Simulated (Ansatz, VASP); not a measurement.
## C in VASP and in Ansatz

The input INCAR:

```
PREC = Accurate
ENCUT = 600
EDIFF = 1E-6
ISMEAR = 0
SIGMA = 0.1
LREAL = False
LASPH = True
NELM = 60
ALGO = Normal
ISIF = 3
LWAVE = False
LCHARG = False
GGA = PE
IBRION = 2
NSW = 100
EDIFFG = -0.01
```

File KPOINTS:

```
Automatic mesh
0
Gamma
  20 20 18
```

File POSCAR:

```
C
1.0
    1.2371465001     -3.0351767337      0.0000000000
    1.2371465001      3.0351767337      0.0000000000
    0.0000000000      0.0000000000      2.4635143776
C
3
Direct
    0.6813114277      0.3186885723      0.5000000000
    0.3186885723      0.6813114277      0.5000000000
    0.5000000000      0.5000000000      0.0000000000
```

Input for Ansatz:

```yaml
crystal:
  lattice:
    - [1.2371465001, -3.0351767337, 0.0]
    - [1.2371465001, 3.0351767337, 0.0]
    - [0.0, 0.0, 2.4635143776]
  atoms:
    - { symbol: C, position: [0.6813114277, 0.3186885723, 0.5] }
    - { symbol: C, position: [0.3186885723, 0.6813114277, 0.5] }
    - { symbol: C, position: [0.5, 0.5, 0.0] }
basis:
  ecutwfc: 420
kpoints:
  mp_grid: { grid: [20, 20, 18] }
hamiltonian:
  xc: pbe
scf:
  occupations: { method: gaussian, width: 0.1 }
output:
  forces: true
  stress: true
  eigenvalues: true
relax:
  adjacent_minimum: "off"
  f_tol: 0.01
  max_steps: 80
  cell: { stress_tol: 0.05 }
```

Alike in both runs: task relaxation of cell and atoms; functional PBE; k mesh 20 × 20 × 18; occupations gaussian, width 0.1 eV; no spin polarisation.

|  | VASP | Ansatz |
| --- | --- | --- |
| version | VASP 6.6.1 | Ansatz 0.2.0 |
| potentials or method | VASP PAW PBE potentials, release 64 (C), cutoff 600 eV | scalar-relativistic, plane waves, PAW |
| valence electrons in the cell | 12 | 12 |

```csv
,VASP,Ansatz,Ansatz less VASP
"gap on the k mesh at the Fermi level, each at its own relaxed structure (eV)",none,none,-
relaxed volume (Å³/atom),6.18,6.18,+0.001
relaxed length of the cell vector where the two differ most in proportion (Å),2.470,2.470,+0.0005
```

A gap of «none» marks a metal or a gap that the smearing closes.
